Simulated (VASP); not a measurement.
# GdN (Fm-3m) in VASP: vibrations by perturbation theory with PBE

Aim: the vibrations by perturbation theory of GdN with PBE.

Program: VASP 6.6.1. These are calculated values, not measurements. Logs are shortened: lines on timing, memory, paths and dates and some standing lists are left out, and cuts for length are marked.

## Step 1: The cell of the first run

It takes space group Fm-3m (No. 225, cubic). Conventional cell: a = 4.970 Å, b = 4.970 Å, c = 4.970 Å, α = 90.00°, β = 90.00°, γ = 90.00°. Within 3.3 Å of Gd (site symmetry m-3m) lie 6 N at 2.48 Å. N (site symmetry m-3m) has 6 Gd at 2.48 Å within 3.3 Å.

## Step 2: Vibrations by perturbation theory, PBE

File INCAR:

```
PREC     = Accurate       # precision mode
ENCUT    = 600            # plane-wave cutoff, eV
EDIFF    = 1E-8           # SCF threshold, eV
ISMEAR   = -1             # smearing method
SIGMA    = 0.1            # smearing width, eV
LREAL    = False          # projectors in reciprocal space
LASPH    = True           # aspherical terms in the spheres
NELM     = 200            # most SCF steps
ALGO     = Normal         # electronic algorithm
ISIF     = 2              # what is computed and relaxed
LWAVE    = False          # write WAVECAR
LCHARG   = True           # write CHGCAR
GGA      = PE             # functional
IBRION   = 8              # ionic algorithm
NSW      = 1              # ionic steps
GGA_COMPAT= False        
LMAXMIX  = 6              # l up to which the mixer works
```

File KPOINTS:

```
regular mesh
0
Gamma
  6 6 6
```

File POSCAR:

```
GdN
1.0
    0.0000000000      2.4850000000      2.4850000000
    2.4850000000     -2.4850000000      0.0000000000
    2.4850000000      0.0000000000     -2.4850000000
Gd N
1 1
Direct
    0.0000000000      0.0000000000      0.0000000000
    0.5000000000      0.5000000000      0.5000000000
```

Potentials or basis: VASP PAW PBE potentials, release 64 (Gd, N).

Command:

```sh
> cat potpaw_PBE.64/Gd/POTCAR potpaw_PBE.64/N/POTCAR > POTCAR
> mpirun -np 1 vasp_std > vasp.out
```

OUTCAR:

```text
PREC = Accurate
   ENCUT = 600
   EDIFF = 1E-8
   ISMEAR = -1
   LREAL = False
   LASPH = True
   NELM = 200
   ISIF = 2
   GGA = PE
   IBRION = 8
   NSW = 1

 ion  position               nearest neighbor table
   1  0.000  0.000  0.000-   2 2.48   2 2.48   2 2.48   2 2.48   2 2.48   2 2.48
   2  0.500  0.500  0.500-   1 2.48   1 2.48   1 2.48   1 2.48   1 2.48   1 2.48

  LATTYP: Found a face centered cubic cell.
 ALAT       =     4.9700000000

  Lattice vectors:

 A1 = (   0.0000000000,  -2.4850000000,  -2.4850000000)
 A2 = (   2.4850000000,   0.0000000000,  -2.4850000000)
 A3 = (   2.4850000000,  -2.4850000000,   0.0000000000)

Analysis of symmetry for initial positions (statically):
=====================================================================
 Subroutine PRICEL returns:
 Original cell was already a primitive cell.

 Routine SETGRP: Setting up the symmetry group for a
 face centered cubic supercell.

 Subroutine GETGRP returns: Found 48 space group operations
 (whereof 48 operations were pure point group operations)
 out of a pool of 48 trial point group operations.

The static configuration has the point symmetry O_h .

Analysis of symmetry for dynamics (positions and initial velocities):
=====================================================================
 Subroutine PRICEL returns:
 Original cell was already a primitive cell.

 Routine SETGRP: Setting up the symmetry group for a
 face centered cubic supercell.

 Subroutine GETGRP returns: Found 48 space group operations
 (whereof 48 operations were pure point group operations)
 out of a pool of 48 trial point group operations.

The dynamic configuration has the point symmetry O_h .

 Subroutine INISYM returns: Found 48 space group operations
 (whereof 48 operations are pure point group operations),
 and found     1 'primitive' translations

----------------------------------------------------------------------------------------

                                     Primitive cell

  volume of cell :      30.6909

  direct lattice vectors                    reciprocal lattice vectors
     0.000000000  2.485000000  2.485000000     0.201207243  0.201207243  0.201207243
     2.485000000 -2.485000000  0.000000000     0.201207243 -0.201207243  0.201207243
     2.485000000  0.000000000 -2.485000000     0.201207243  0.201207243 -0.201207243

  length of vectors
     3.514320702  3.514320702  3.514320702     0.348501169  0.348501169  0.348501169

  position of ions in fractional coordinates (direct lattice)
     0.000000000  0.000000000  0.000000000
     0.500000000  0.500000000  0.500000000

  ion indices of the primitive-cell ions
   primitive index   ion index
                 1           1
                 2           2

----------------------------------------------------------------------------------------

 KPOINTS: regular mesh

Automatic generation of k-mesh.
 Grid dimensions read from file:
 generate k-points for:    6    6    6

 Generating k-lattice:

  Cartesian coordinates                     Fractional coordinates (reciprocal lattice)
     0.033534541  0.033534541  0.033534541     0.166666667  0.000000000  0.000000000
     0.033534541 -0.033534541  0.033534541     0.000000000  0.166666667  0.000000000
     0.033534541  0.033534541 -0.033534541     0.000000000  0.000000000  0.166666667

  Length of vectors
     0.058083528  0.058083528  0.058083528
[... 73 lines left out ...]
   IVDW    =     0    specifies the selected vdW correction
   LEPSILON=     F    determine dielectric tensor
   LRPA    =     F    only Hartree local field effects (RPA)
 non-spin polarized calculation
  energy-cutoff  :      600.00
  volume of cell :       30.69
 maximum number of plane-waves:      1034
   NGX = 13   NGY = 13   NGZ = 13

--------------------------------------- Ionic step        1  -------------------------------------------

 number of electron      23.0000005 magnetization

 Free energy of the ion-electron system (eV)
  ---------------------------------------------------
  ext. energy  EPLUGINS =         0.00000000
  ---------------------------------------------------
  free energy    TOTEN  =       -15.84818484 eV

  energy without entropy =      -15.11347189  energy(sigma->0) =      -15.48082836

 E-fermi :   3.7608     XC(G=0): -11.6631

 val. band max:        3.7584043357   @ k =   0.1667   0.0000   0.0000
 cond. band min:       3.7617463587   @ k =  -0.1667   0.1667   0.0000
 fundamental gap:      0.0033420229
 Fermi energy:         3.7608109516

 k-point     1 :       0.0000    0.0000    0.0000
  band No.  band energies     occupation
      1     -37.8478      2.00000
      2     -15.2822      2.00000
      3     -15.2822      2.00000
      4     -15.2822      2.00000
      5      -9.4513      2.00000
      6       2.2735      2.00000
      7       2.2735      2.00000
      8       2.2735      2.00000
      9       3.5418      1.79873
     10       3.8288      0.67244
     11       3.8288      0.67244
     12       3.8288      0.67244
     13       4.9173      0.00002
     14       4.9173      0.00002
[... 259 lines left out ...]
      4     -15.7989      2.00000
      5      -8.7227      2.00000
      6       1.4646      2.00000
      7       2.2230      2.00000
      8       2.3003      2.00000
      9       3.6356      1.55519
     10       3.6762      1.39957
     11       3.6853      1.36041
     12       3.7123      1.23782
     13       3.7472      1.06792
     14       3.8351      0.64484
     15       4.0395      0.11606

------------------------ aborting loop because EDIFF is reached ----------------------------------------

  FORCE on cell =-STRESS in cart. coord.  units (eV):
  Direction    XX          YY          ZZ          XY          YZ          ZX
  --------------------------------------------------------------------------------------
  -------------------------------------------------------------------------------------
  Total       -1.0122813     -1.0122813     -1.0122813      0.0000000      0.0000000      0.0000000
  in kB      -52.8448457    -52.8448457    -52.8448457      0.0000000      0.0000000      0.0000000
  external PRESSURE =     -52.8448457 kB  Pullay stress =       0.0000000 kB

 VOLUME and BASIS-vectors are now :
 -----------------------------------------------------------------------------
  energy-cutoff  :      600.00
  volume of cell :       30.69
      direct lattice vectors                 reciprocal lattice vectors
     0.000000000  2.485000000  2.485000000     0.201207243  0.201207243  0.201207243
     2.485000000 -2.485000000  0.000000000     0.201207243 -0.201207243  0.201207243
     2.485000000  0.000000000 -2.485000000     0.201207243  0.201207243 -0.201207243

 POSITION                                       TOTAL-FORCE (eV/Angst)
 -----------------------------------------------------------------------------------
      0.00000      0.00000      0.00000         0.000000      0.000000      0.000000
      2.48500      0.00000      0.00000         0.000000      0.000000      0.000000
 -----------------------------------------------------------------------------------
    total drift:                               -0.000000     -0.000000     -0.000000

  FREE ENERGIE OF THE ION-ELECTRON SYSTEM (eV)
  ---------------------------------------------------
  free  energy   TOTEN  =       -15.8481848364 eV

  energy  without entropy=      -15.1134718884  energy(sigma->0) =      -15.48082836

[... ionic steps 2 to 3 ...]

--------------------------------------- Ionic step        4  -------------------------------------------

------------------------ aborting loop because EDIFF is reached ----------------------------------------

[... ionic steps 5 to 6 ...]

--------------------------------------- Ionic step        7  -------------------------------------------

 Free energy of the ion-electron system (eV)
  ---------------------------------------------------
  ---------------------------------------------------
  free energy    TOTEN  =        -0.23232025 eV

  energy without entropy =       -0.23232006

------------------------ aborting loop because EDIFF is reached ----------------------------------------

 INTERNAL STRAIN TENSOR  FOR ION    2  DIRECTION 1   (eV/Angst):
 -----------------------------------------------------------------------------
     0.03548 -0.00000  0.00000
     0.00000 -0.02075  0.00000
    -0.00000  0.00000 -0.02075

 INTERNAL STRAIN TENSOR FOR ION    2 for displacements in x,y,z  (eV/Angst):
          X           Y           Z          XY          YZ          ZX
  --------------------------------------------------------------------------------
  x     0.00000     0.00000     0.00000     0.00000     0.00000     0.00000
  y     0.00000     0.00000     0.00000     0.00000     0.00000     0.00000
  z     0.00000     0.00000     0.00000     0.00000     0.00000     0.00000

 SECOND DERIVATIVES (NOT SYMMETRIZED)
 ------------------------------------
               1X          1Y          1Z          2X          2Y          2Z
  1X    -4.291439    0.000000    0.000000    4.291439    0.000000    0.000000
  1Y     0.000000   -4.291439    0.000000    0.000000    4.291439    0.000000
  1Z     0.000000    0.000000   -4.291439    0.000000    0.000000    4.291439
  2X     1.737622    0.000000    0.000000   -1.737622    0.000000    0.000000
  2Y     0.000000    1.737622    0.000000    0.000000   -1.737622    0.000000
  2Z     0.000000    0.000000    1.737622    0.000000    0.000000   -1.737622

 Eigenvectors and eigenvalues of the dynamical matrix
 ----------------------------------------------------

   1 f  =    6.177440 THz    38.814002 2PiTHz  206.057225 cm-1    25.547828 meV
             X         Y         Z           dx          dy          dz
      0.000000  0.000000  0.000000    -0.238931   -0.376580   -0.014474
      2.485000  0.000000  0.000000     0.479195    0.755261    0.029030
[... 21 lines left out ...]
   6 f/i=    1.076658 THz     6.764842 2PiTHz   35.913449 cm-1     4.452698 meV
             X         Y         Z           dx          dy          dz
      0.000000  0.000000  0.000000     0.894924    0.000523   -0.000104
      2.485000  0.000000  0.000000     0.446218    0.000261   -0.000052

--------------------------------------------------------------------------------------------------------

 ELASTIC MODULI CONTR FROM IONIC RELAXATION (kBar)
 Direction    XX          YY          ZZ          XY          YZ          ZX
 --------------------------------------------------------------------------------
 XX           0.0000      0.0000      0.0000      0.0000      0.0000      0.0000
 YY           0.0000      0.0000      0.0000      0.0000      0.0000      0.0000
 ZZ           0.0000      0.0000      0.0000      0.0000      0.0000      0.0000
 XY           0.0000      0.0000      0.0000      0.0000      0.0000      0.0000
 YZ           0.0000      0.0000      0.0000      0.0000      0.0000      0.0000
 ZX           0.0000      0.0000      0.0000      0.0000      0.0000      0.0000
 --------------------------------------------------------------------------------
```

Wall time 2.4 min (1 thread of Intel Xeon Platinum 8259CL at 2.50GHz (Skylake/Cascade Lake), shared host); peak memory 0.21 GiB.

What came out:

```
Highest phonon frequency at Γ, LO-TO splitting left out : 206 cm⁻¹
Most unstable mode                                      : 36i cm⁻¹
```

Phonon frequencies in cm⁻¹ (negative: imaginary):
```csv
q point,frequencies
"(0.000, 0.000, 0.000)",-36 -36 -36 206 206 206
```

Caveat: the k points lie up to 0.36 Å⁻¹ apart; the cell wasn't relaxed at this level first, which shifts response properties; some modes are imaginary; spin-orbit coupling is left out, which moves the levels of the heavy elements; the run has no spin polarisation, though such a crystal can be magnetic; without U or exact exchange the open f shell lies at the Fermi level, which spoils levels, moments and volumes. Spin polarisation is off, so any magnetic state and its effect on volume and gap are missing.
